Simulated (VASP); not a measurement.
Set up this calculation in VASP 6.6.1, as the native input.

```
Task                   : single point
Functional             : PBE
Potentials or basis    : VASP PAW PBE potentials, release 64 (Sn_d, O)
Cutoff                 : 520 eV
k mesh                 : 7 × 7 × 7
Occupations            : fermi-dirac, width 0.0612256 eV
Spin                   : no spin polarisation
Dipole correction      : no
Further INCAR settings : ALGO = Normal; EDIFF = 1e-06; NBANDS = 57
```

The structure of Sn2O3 lies in POSCAR:

```
Sn2O3
1.0
    5.3565896071      0.0000000000      0.0000000000
    0.0000000000      5.3565896071      0.0000000000
    0.0000000000      0.0000000000      5.3565896071
Sn O
4 6
Direct
    0.2500000000      0.2500000000      0.2500000000
    0.7500000000      0.7500000000      0.2500000000
    0.7500000000      0.2500000000      0.7500000000
    0.2500000000      0.7500000000      0.7500000000
    0.5000000000      0.0000000000      0.0000000000
    0.0000000000      0.5000000000      0.0000000000
    0.0000000000      0.0000000000      0.5000000000
    0.5000000000      0.5000000000      0.0000000000
    0.5000000000      0.0000000000      0.5000000000
    0.0000000000      0.5000000000      0.5000000000
```

One way to write it, as run:

INCAR

```
SYSTEM = Sn2O3
PREC = Accurate ; ENCUT = 520
EDIFF = 1E-6 ; ISMEAR = -1
SIGMA = 0.06122561905347299 ; LREAL = .False.
LASPH = .True. ; NELM = 80
ALGO = Normal ; ISIF = 2
LWAVE = .False. ; LCHARG = .True.
GGA = PE ; LELF = .True.
LVHAR = .True. ; NBANDS = 57
```

KPOINTS

```
regular mesh
0
Gamma
  7 7 7
  0 0 0
```

Potentials or basis: VASP PAW PBE potentials, release 64 (Sn_d, O).

Run with:

```sh
$ cat potpaw_PBE.64/Sn_d/POTCAR potpaw_PBE.64/O/POTCAR > POTCAR
$ mpirun -np 1 vasp_std > vasp.out
```

It gave:

```json
{"Pressure": "-5.4 GPa", "Band gap on the k mesh": "zero (bands 46 and 47 overlap by 0.11 eV)"}
```

Caveat: the cell stands under tension; semilocal functionals underestimate gaps, and a narrow one can read as zero; spin-orbit coupling is left out, which moves the levels of the heavy elements.

It took 2.5 min on 1 thread of AMD EPYC 7R13 Processor (Zen 3), with other jobs on the host, peak memory 0.27 GiB.
